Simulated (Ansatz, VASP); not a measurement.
**Si2W in VASP and in Ansatz**

```xyz
9
Lattice="4.4975 0.0000 0.0000 -2.2488 3.8950 0.0000 0.0000 0.0000 6.9968" Properties=species:S:1:pos:R:3 pbc="T T T"
Si    2.2488    2.8638    3.4984
Si   -1.3557    3.3794    5.8307
Si    1.3557    3.3794    1.1661
Si    0.0000    1.0312    3.4984
Si    3.6045    0.5156    5.8307
Si    0.8931    0.5156    1.1661
W    -1.1244    1.9475    1.1661
W     1.1244    1.9475    5.8307
W     2.2488    0.0000    3.4984
```

Alike in both runs: task single point; functional PBE; k mesh 9 × 9 × 6; occupations gaussian, width 0.03 eV; no spin polarisation.

|  | VASP | Ansatz |
| --- | --- | --- |
| version | VASP 6.6.1 | Ansatz 0.2.0 |
| potentials or method | VASP PAW PBE potentials, release 64 (Si, W_sv), cutoff 520 eV | scalar-relativistic, plane waves, PAW |
| valence electrons in the cell | 66 | 66 |

|  | VASP | Ansatz | Ansatz less VASP |
| --- | --- | --- | --- |
| gap on the k mesh at the Fermi level (eV) | none | none | - |
| pressure (GPa) | 14.5 | 14.6 | +0.09 |
| traceless stress, the component that is largest in VASP (GPa) | -24.98 | -25.03 | -0.050 |
| rms of the force components (eV/Å) | 3.551 | 3.571 | +0.0198 |

Atom by atom the forces differ by 0.020 eV/Å (rms over components). A gap of «none» marks a metal or a gap that the smearing closes. With one functional, cell and mesh, what is left measures potentials, basis and numerics.

Neither program's run includes spin-orbit coupling.
